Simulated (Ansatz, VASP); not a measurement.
**Cr: VASP beside Ansatz**

```
Cr
1.0
     1.15050   -2.43335    0.00000
     1.15050    2.43335    0.00000
     0.00000    0.00000    4.22710
Cr
2
Direct
  0.13966 0.86034 0.75000
  0.86034 0.13966 0.25000
```

Alike in both runs: functional PBE; k mesh 20 × 20 × 10; occupations gaussian, width 0.1 eV; no spin polarisation.

Ansatz relaxed the structure, and its values are those at the end. VASP's run is a single point on that final structure, the one shown.

|  | VASP | Ansatz |
| --- | --- | --- |
| version | VASP 6.6.1 | Ansatz 0.2.0 |
| potentials or method | VASP PAW PBE potentials, release 64 (Cr_pv), cutoff 520 eV | scalar-relativistic, plane waves, PAW |
| valence electrons in the cell | 24 | 28 |

|  | VASP | Ansatz | Ansatz less VASP |
| --- | --- | --- | --- |
| gap on the k mesh at the Fermi level (eV) | none | none | - |
| pressure (GPa) | -0.3 | 0.0 | +0.29 |

A gap of «none» marks a metal or a gap that the smearing closes. VASP's potentials hold 24 valence electrons a cell and Ansatz's 28, so a difference there can come from the potentials and not from the codes.
